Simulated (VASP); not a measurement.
AlNi: single point with PBEsol

The system is AlNi.

```
CELL_PARAMETERS angstrom
1.79887 -1.79882 0.00000
1.94702 1.94697 0.00000
0.00000 0.00000 2.86887
ATOMIC_POSITIONS crystal
Al 0.00000 0.00000 0.00000
Ni 0.50000 0.50000 0.50000
```

This cell differs from its parent crystal: normal strain along x -0.1100, normal strain along y -0.0367.

```yaml
Program: VASP 6.6.1
Task: single point
Functional: PBEsol
Potentials_or_basis: VASP PAW PBE potentials, release 64 (Al, Ni)
Cutoff: 520 eV
k_mesh: 16 × 16 × 16
Occupations: gaussian, width 0.15 eV
Spin: no spin polarisation
```

```json
{
 "Pressure": "38.7 GPa",
 "Band gap on the k mesh": "zero (an odd number of electrons rules out a gap without spin polarisation)"
}
```

Stress tensor (GPa, compression positive):
```
42.04 -8.38  0.00
-8.38 42.04  0.00
 0.00  0.00 31.88
```

Levels at points of the mesh, in eV from the Fermi level:
```
           k point  band 3  band 4  band 5  band 6  band 7  band 8  band 9  band 10  band 11  band 12
(0.00, 0.00, 0.00)   -4.18   -2.19   -1.87   -1.75    4.20    5.75    8.13     8.85     9.17    17.51
(0.50, 0.00, 0.00)   -3.40   -3.23   -2.95   -1.98   -0.16    8.46    9.25    10.66    11.86    13.11
(0.00, 0.50, 0.00)   -3.67   -3.22   -2.38   -1.77   -0.88    8.08    8.90    10.88    13.46    15.03
(0.50, 0.50, 0.00)   -3.14   -3.02   -2.87   -2.71   -1.17    2.41    3.96    12.95    14.92    15.31
(0.00, 0.00, 0.50)   -3.73   -2.94   -2.39   -1.68   -1.27    8.34   10.17    11.65    13.33    14.56
(0.50, 0.00, 0.50)   -3.55   -2.91   -2.83   -2.64   -1.35    2.11    3.50    14.06    15.54    16.30
(0.00, 0.50, 0.50)   -3.99   -3.78   -2.31   -2.28   -1.48    1.09    2.65    16.48    17.85    18.06
(0.50, 0.50, 0.50)   -4.99   -1.40   -1.09    1.70    1.84    2.07    4.51     5.41     5.42     5.90
```

Run time: 120 s on 1 thread of Intel(R) Xeon(R) 6975P-C (Granite Rapids) (shared host), peak memory 0.42 GiB.

Caveat: the cell differs from its parent crystal (normal strain along x -0.1100, normal strain along y -0.0367); the cell stands under pressure; the PAW data sets were made with another functional, which shifts forces and pressure a little. Spin polarisation is off, so any magnetic state and its effect on volume and gap are missing.
